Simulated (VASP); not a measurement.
Write the native input for VASP 6.6.1 that does the following.

```yaml
Task: single point
Functional: PBE
Potentials_or_basis: VASP PAW PBE potentials, release 64 (Si, Ge_d)
Cutoff: 520 eV
k_mesh: 4 × 2 × 2
Occupations: gaussian, width 0.1 eV
Spin: no spin polarisation
Dipole_correction: no
Further_INCAR_settings: ALGO = Normal; EDIFF = 1e-06; NBANDS = 56
```

The structure of Si2Ge lies in POSCAR:

```
Si2Ge
1.0
    3.9510289739     -0.0003149558     -0.0005527285
   -0.0017063134      6.7665038459     -0.0166259301
   -0.0018008776     -0.0233972929      9.5992832138
Si Ge
8 4
Direct
   -0.0001015283     -0.0000384900      0.3774816916
    0.5001963682      0.4998202933      0.3776318743
    0.9999217905      0.3332024414      0.0393885697
    0.5001577377      0.8330589717      0.0395340288
    0.0001697751      0.0001736515      0.6224219659
    0.4997538511      0.5000574741      0.6225549614
    0.4998306345      0.1667943893      0.9605833237
    1.0000619413      0.6669418166      0.9604491883
    0.5002448499      0.1663334839      0.7078527249
    0.9998713074      0.6663966659      0.7077407184
    1.0001118522      0.3336965516      0.2921120110
    0.4997814206      0.8335627505      0.2922489418
```

The input as run:

INCAR

```
SYSTEM = Si2Ge
ALGO = Normal
EDIFF = 1E-6
ENCUT = 520
GGA = PE
ISIF = 2
ISMEAR = 0
LASPH = .True.
LCHARG = .False.
LREAL = .False.
LWAVE = .False.
NBANDS = 56
NELM = 60
PREC = Accurate
SIGMA = 0.1
```

KPOINTS

```
k-points
0
Gamma
  4 2 2
  0 0 0
```

Potentials or basis: VASP PAW PBE potentials, release 64 (Si, Ge_d).

Run with:

```bash
$ cat potpaw_PBE.64/Si/POTCAR potpaw_PBE.64/Ge_d/POTCAR > POTCAR
$ mpirun -np 1 vasp_std > vasp.out
```

Results of the run:

- Pressure: 0.0 GPa
- Largest force: 0.016 eV/Å
- Band gap on the k mesh: 0.60 eV

Caveat: the k points lie up to 0.46 Å⁻¹ apart.

Run time: 2.5 min on 1 thread of Intel(R) Xeon(R) Platinum 8488C (Sapphire Rapids), with other jobs on the host, peak memory 0.37 GiB.
